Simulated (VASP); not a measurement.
Pd:

```
Pd
1.0
     0.00000    1.94500    1.94500
     1.94500    0.00000    1.94500
     1.94500    1.94500    0.00000
Pd
1
Direct
  0.00000 0.00000 0.00000
```

* Program: VASP 6.6.1
* Task: relaxation of cell and atoms
* Functional: PBE
* Potentials or basis: VASP PAW PBE potentials, release 64 (Pd)
* Cutoff: 500 eV
* k mesh: 11 × 11 × 11
* Occupations: gaussian, width 0.1 eV
* Spin: no spin polarisation

At the start: pressure 7.7 GPa; volume 14.72 Å³/atom.

Where does the relaxation end?

Over 3 steps the energy falls by 14.2 meV/atom and the volume is 15.34 Å³/atom (+4.3 %); space group Fm-3m (No. 225, to 0.1 Å) before and after.

Step by step:
| step | energy change (eV) | largest force (eV/Å) | pressure (GPa) | volume (Å³) |
| --- | --- | --- | --- | --- |
| 1 | 0.0000 | 0.0000 | 7.70 | 14.72 |
| 2 | 0.0121 | 0.0000 | -8.40 | 16.27 |
| 3 | -0.0142 | 0.0000 | -0.08 | 15.34 |

Final structure:
```
Pd
1.0
     0.00000    1.97229    1.97229
     1.97229    0.00000    1.97229
     1.97229    1.97229    0.00000
Pd
1
Direct
  0.00000 0.00000 0.00000
```
